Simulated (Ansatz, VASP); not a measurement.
BN: VASP beside Ansatz

INCAR

```
ALGO = Normal
DIPOL = 0.5 0.5 0.500
EDIFF = 1E-6
EDIFFG = -0.02
ENCUT = 520
GGA = PE
IBRION = 2
IDIPOL = 3
ISIF = 2
ISMEAR = 0
IVDW = 12
LASPH = T
LCHARG = F
LDIPOL = T
LREAL = F
LWAVE = F
NELM = 80
NSW = 80
PREC = Accurate
SIGMA = 0.05
```

Contents of KPOINTS:

```
k-points
0
Gamma
  12 12 1
```

The input POSCAR:

```
BN
1.0
    2.5064254169      0.0000000000      0.0000000000
   -1.2532127085      2.1706280837      0.0000000000
    0.0000000000      0.0000000000     21.6141240277
B N
3 3
Direct
    0.3333333333      0.6666666667      0.3469953254
    0.6666666667      0.3333333333      0.5000000000
    0.3333333333      0.6666666667      0.6530046746
    0.6666666667      0.3333333333      0.3469953254
    0.3333333333      0.6666666667      0.5000000000
    0.6666666667      0.3333333333      0.6530046746
```

Input for Ansatz:

```yaml
crystal:
  lattice:
    - [2.5064254169, 0.0, 0.0]
    - [-1.2532127085, 2.1706280837, 0.0]
    - [0.0, 0.0, 21.6141240277]
  atoms:
    - { symbol: B, position: [0.3333333333, 0.6666666667, 0.3469953254] }
    - { symbol: "N", position: [0.6666666667, 0.3333333333, 0.3469953254] }
    - { symbol: B, position: [0.6666666667, 0.3333333333, 0.5] }
    - { symbol: "N", position: [0.3333333333, 0.6666666667, 0.5] }
    - { symbol: B, position: [0.3333333333, 0.6666666667, 0.6530046746] }
    - { symbol: "N", position: [0.6666666667, 0.3333333333, 0.6530046746] }
basis:
  ecutwfc: 420
kpoints:
  mp_grid: { grid: [12, 12, 1] }
hamiltonian:
  xc: pbe
  dispersion: d3bj
scf:
  occupations: { method: gaussian, width: 0.05 }
output:
  forces: true
  eigenvalues: true
  write_density: true
  write_potential: true
  elf: true
  volumetric_format: npy
relax:
  adjacent_minimum: "off"
  f_tol: 0.02
  max_steps: 60
efield:
  axis: 3
  dipole_correction: true
```

Alike in both runs: task relaxation of the atoms; functional PBE; dispersion D3(BJ); k mesh 12 × 12 × 1; occupations gaussian, width 0.05 eV; no spin polarisation.

|  | VASP | Ansatz |
| --- | --- | --- |
| version | VASP 6.6.1 | Ansatz 0.2.0 |
| potentials or method | VASP PAW PBE potentials, release 64 (B, N), cutoff 520 eV | scalar-relativistic, plane waves, PAW |
| valence electrons in the cell | 24 | 24 |

Ansatz gave:

```
gap on the k mesh at the Fermi level, each at its own relaxed structure (eV) : 4.37
```

Problem. Which values does VASP return?

Solution. gap on the k mesh at the Fermi level, each at its own relaxed structure (eV): 4.35.

Ansatz's warnings: xc potential rough in thin density.
